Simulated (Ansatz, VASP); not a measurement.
# Sr in VASP and in Ansatz

Contents of INCAR:

```
ALGO = Fast
EDIFF = 1E-7
ENCUT = 520
GGA = PS
ISIF = 2
ISMEAR = 0
LASPH = T
LCHARG = F
LREAL = F
LWAVE = F
NBANDS = 11
NELM = 60
PREC = Accurate
SIGMA = 0.05
```

Contents of KPOINTS:

```
k-points
0
Gamma
  10 10 10
```

Contents of POSCAR:

```
Sr
1.0
    0.0000000000      3.1439949135      3.1439949135
    3.1439949135      0.0000000000      3.1439949135
    3.1439949135      3.1439949135      0.0000000000
Sr
1
Direct
    0.0000000000      0.0000000000      0.0000000000
```

Input for Ansatz:

```yaml
crystal:
  lattice:
    - [0.0, 3.1439949135, 3.1439949135]
    - [3.1439949135, 0.0, 3.1439949135]
    - [3.1439949135, 3.1439949135, 0.0]
  atoms:
    - { symbol: Sr, position: [0.0, 0.0, 0.0] }
basis:
  ecutwfc: 420
kpoints:
  mp_grid: { grid: [10, 10, 10] }
hamiltonian:
  xc: pbesol
scf:
  occupations: { method: gaussian, width: 0.05 }
output:
  forces: true
  stress: true
  eigenvalues: true
```

Alike in both runs: task single point; functional PBEsol; k mesh 10 × 10 × 10; occupations gaussian, width 0.05 eV; no spin polarisation.

|  | VASP | Ansatz |
| --- | --- | --- |
| version | VASP 6.6.1 | Ansatz 0.2.0 |
| potentials or method | VASP PAW PBE potentials, release 64 (Sr_sv), cutoff 520 eV | scalar-relativistic, plane waves, PAW |
| valence electrons in the cell | 10 | 10 |

|  | VASP | Ansatz | Ansatz less VASP |
| --- | --- | --- | --- |
| gap on the k mesh at the Fermi level (eV) | none | none | - |
| pressure (GPa) | -1.6 | -1.6 | -0.01 |

VASP's potentials were made for PBE, not for PBEsol. A gap of «none» marks a metal or a gap that the smearing closes. The functional is the same, so the differences come from potentials, cutoffs and numerics.
